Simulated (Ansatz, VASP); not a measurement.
One calculation of Co, two programs

INCAR

```
PREC = Accurate
ENCUT = 520
EDIFF = 1E-6
ISMEAR = -1
SIGMA = 0.05
LREAL = F
LASPH = T
NELM = 150
ALGO = Normal
ISIF = 2
LWAVE = F
LCHARG = T
ISPIN = 2
MAGMOM = 2
LORBIT = 11
LMAXMIX = 4
GGA = PE
LELF = T
LVHAR = T
NBANDS = 14
```

KPOINTS

```
regular mesh
0
Gamma
  13 13 13
```

POSCAR

```
Co
1.0
   -1.3833674064      1.3833674064      1.3833674064
    1.3833674064     -1.3833674064      1.3833674064
    1.3833674064      1.3833674064     -1.3833674064
Co
1
Direct
    0.0000000000      0.0000000000      0.0000000000
```

The input input.yaml:

```yaml
crystal:
  lattice:
    - [-1.3833674064, 1.3833674064, 1.3833674064]
    - [1.3833674064, -1.3833674064, 1.3833674064]
    - [1.3833674064, 1.3833674064, -1.3833674064]
  atoms:
    - { symbol: Co, position: [0.0, 0.0, 0.0], spin: 2.0 }
hamiltonian:
  xc: pbe
  pseudopotentials: { kind: paw }
magnetization:
  spin_polarized: true
kpoints:
  mp_grid: { grid: [13, 13, 13] }
scf:
  occupations: { method: fermi_dirac, width: 0.05 }
output:
  forces: true
  stress: true
  eigenvalues: true
  write_density: true
  write_potential: true
  elf: true
  volumetric_format: npy
```

Alike in both runs: task single point; functional PBE; k mesh 13 × 13 × 13; occupations fermi-dirac, width 0.05 eV; collinear spin.

|  | VASP | Ansatz |
| --- | --- | --- |
| version | VASP 6.6.1 | Ansatz 0.2.0 |
| potentials or method | VASP PAW PBE potentials, release 64 (Co) | Ansatz PAW |
| plane-wave cutoff (eV) | 520 | 420 |
| valence electrons in the cell | 9 | 17 |

Ansatz gave:

* gap on the k mesh at the Fermi level (eV): none
* pressure (GPa): 10.0
* net moment per atom (μB): 1.68
* size of the moment on the site where the two differ most (μB): 1.75

Task: What did VASP give for the same quantities?

Result: gap on the k mesh at the Fermi level (eV): none; pressure (GPa): 9.5; net moment per atom (μB): 1.68; size of the moment on the site where the two differ most (μB): 1.69.

Site moments also hang on the region over which each program counts them. A gap of «none» marks a metal or a gap that the smearing closes. The functional is the same, so the differences come from potentials, cutoffs and numerics. VASP's potentials hold 9 valence electrons a cell and Ansatz's 17, so a difference there can come from the potentials and not from the codes.
